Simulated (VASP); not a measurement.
Set up this calculation in VASP 6.6.1, as the native input.

| Item | Value |
| --- | --- |
| Task | relaxation of cell and atoms |
| Functional | PBE |
| Potentials or basis | VASP PAW PBE potentials, release 64 (Ba_sv, Zn, H) |
| Cutoff | 600 eV |
| k mesh | 4 × 4 × 4 |
| Occupations | gaussian, width 0.1 eV |
| Spin | no spin polarisation |
| Dipole correction | no |
| Further INCAR settings | ALGO = Normal; EDIFF = 1e-07; IBRION = 2; EDIFFG = -0.04; NSW = 90; ISIF = 3 |

The structure of BaZnH4 lies in POSCAR:

```
BaZnH4
1.0
    4.2197820100      0.0000000000      0.0000000000
    0.0000000000      4.2197820100      0.0000000000
    0.0000000000      0.0000000000      6.6352969700
Ba Zn H
1 1 4
Direct
    0.5000000000      0.5000000000      0.5000000000
    0.0000000000      0.0000000000      0.0000000000
    0.0000000000      0.0000000000      0.6788081900
    0.5000000000      0.0000000000      0.0000000000
    0.0000000000      0.5000000000      0.0000000000
    0.0000000000      0.0000000000      0.3211918100
```

These files were run (other wordings do the same):

INCAR

```
PREC     = Accurate       # precision mode
ENCUT    = 600            # plane-wave cutoff, eV
EDIFF    = 1E-7           # SCF threshold, eV
ISMEAR   = 0              # smearing method
SIGMA    = 0.1            # smearing width, eV
LREAL    = F              # projectors in reciprocal space
LASPH    = T              # aspherical terms in the spheres
NELM     = 100            # most SCF steps
ALGO     = Normal         # electronic algorithm
ISIF     = 3              # what is computed and relaxed
LWAVE    = F              # write WAVECAR
LCHARG   = F              # write CHGCAR
GGA      = PE             # functional
IBRION   = 2              # ionic algorithm
NSW      = 90             # ionic steps
EDIFFG   = -0.04          # ionic threshold
```

KPOINTS

```
regular mesh
0
Gamma
  4 4 4
```

Potentials or basis: VASP PAW PBE potentials, release 64 (Ba_sv, Zn, H).

Run with:

```sh
$ cat potpaw_PBE.64/Ba_sv/POTCAR potpaw_PBE.64/Zn/POTCAR potpaw_PBE.64/H/POTCAR > POTCAR
$ mpirun -np 1 vasp_std > vasp.out
```

It gave:

| Item | Value |
| --- | --- |
| Relaxed volume | 12.13 Å³/atom |
| Relaxed cell | a = 3.801 Å, b = 3.801 Å, c = 5.039 Å, α = 90.00°, β = 90.00°, γ = 90.00° |
| Space group after relaxing (to 0.1 Å) | P4/mmm (No. 123) |
| Energy gained by relaxing | 320.7 meV/atom |
| Ionic steps | 16 |
| Pressure after relaxing | -0.1 GPa |
| Largest force after relaxing | 0.005 eV/Å |
| Band gap on the k mesh | zero (bands 13 and 14 overlap by 0.18 eV) |

Caveat: the k points lie up to 0.41 Å⁻¹ apart in the final cell; the volume moved by over 15 % at a fixed basis, so the end points are rough; spin-orbit coupling is left out, which moves the levels of the heavy elements.

Run time: 11 min on 1 thread of Intel(R) Xeon(R) Platinum 8259CL CPU @ 2.50GHz (Skylake/Cascade Lake) (shared host), peak memory 0.31 GiB.
